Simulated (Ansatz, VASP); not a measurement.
**Si in VASP and in Ansatz**

Contents of INCAR:

```
SYSTEM = Si
  ALGO = Normal
  EDIFF = 1E-6
  ENCUT = 520
  GGA = PE
  ISIF = 2
  ISMEAR = -1
  LASPH = .True.
  LCHARG = .False.
  LREAL = .False.
  LWAVE = .False.
  NBANDS = 11
  NELM = 80
  PREC = Accurate
  SIGMA = 0.05
```

Contents of KPOINTS:

```
k-points
0
Gamma
  13 13 13
  0 0 0
```

Contents of POSCAR:

```
Si
1.0
    0.0000000000      2.7575196016      2.7575196016
    2.7575196016      0.0000000000      2.7575196016
    2.7575196016      2.7575196016      0.0000000000
Si
2
Direct
    0.0000000000      0.0000000000      0.0000000000
    0.2500000000      0.2500000000      0.2500000000
```

Input for Ansatz:

```yaml
crystal:
  lattice:
    - [0.0, 2.7575196016, 2.7575196016]
    - [2.7575196016, 0.0, 2.7575196016]
    - [2.7575196016, 2.7575196016, 0.0]
  atoms:
    - { symbol: Si, position: [0.0, 0.0, 0.0] }
    - { symbol: Si, position: [0.25, 0.25, 0.25] }
kpoints:
  mp_grid: { grid: [13, 13, 13] }
scf:
  occupations: { method: fermi_dirac, width: 0.05 }
hamiltonian:
  xc: pbe
  pseudopotentials: { kind: all_electron, lapw: { basis_error: 0.00025 } }
output:
  forces: true
  stress: true
  eigenvalues: true
```

Change from the starting cell: volume scaled by 1.025.

Alike in both runs: task single point; functional PBE; k mesh 13 × 13 × 13; occupations fermi-dirac, width 0.05 eV; no spin polarisation.

|  | VASP | Ansatz |
| --- | --- | --- |
| version | VASP 6.6.1 | Ansatz 0.2.0 |
| potentials or method | VASP PAW PBE potentials, release 64 (Si), cutoff 520 eV | all-electron LAPW, scalar-relativistic |

```tsv
	VASP	Ansatz	Ansatz less VASP
pressure (GPa)	-2.1	-2.1	+0.05
```

Ansatz ran all-electron here, and VASP with PAW potentials.
